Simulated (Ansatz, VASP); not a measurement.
# One calculation of Lu, two programs

File INCAR:

```
PREC = Accurate
ENCUT = 520
EDIFF = 1E-7
ISMEAR = -1
SIGMA = 0.05
LREAL = False
LASPH = True
NELM = 60
ALGO = Normal
ISIF = 2
LWAVE = False
LCHARG = False
GGA = PE
NBANDS = 18
```

File KPOINTS:

```
regular mesh
0
Gamma
  15 15 15
```

POSCAR

```
Lu
1.0
   -1.9702574867      1.9702574867      1.9702574867
    1.9702574867     -1.9702574867      1.9702574867
    1.9702574867      1.9702574867     -1.9702574867
Lu
1
Direct
    0.0000000000      0.0000000000      0.0000000000
```

Input for Ansatz:

```yaml
crystal:
  lattice:
    - [-1.9702574867, 1.9702574867, 1.9702574867]
    - [1.9702574867, -1.9702574867, 1.9702574867]
    - [1.9702574867, 1.9702574867, -1.9702574867]
  atoms:
    - { symbol: Lu, position: [0.0, 0.0, 0.0] }
kpoints:
  mp_grid: { grid: [15, 15, 15] }
scf:
  occupations: { method: fermi_dirac, width: 0.05 }
hamiltonian:
  xc: pbe
  pseudopotentials: { kind: all_electron, lapw: { basis_error: 0.001 } }
output:
  forces: true
  stress: true
  eigenvalues: true
```

Change from the starting cell: volume scaled by 1.025.

Alike in both runs: task single point; functional PBE; k mesh 15 × 15 × 15; occupations fermi-dirac, width 0.05 eV; no spin polarisation.

|  | VASP | Ansatz |
| --- | --- | --- |
| version | VASP 6.6.1 | Ansatz 0.2.0 |
| potentials or method | VASP PAW PBE potentials, release 64 (Lu), cutoff 520 eV | all-electron LAPW, scalar-relativistic |

Ansatz gave:

```
pressure (GPa) : -1.3
```

Problem. Estimate VASP's values.

Solution. Pressure (GPa): -1.2.

Ansatz ran all-electron here, and VASP with PAW potentials.

Spin-orbit coupling is off throughout.
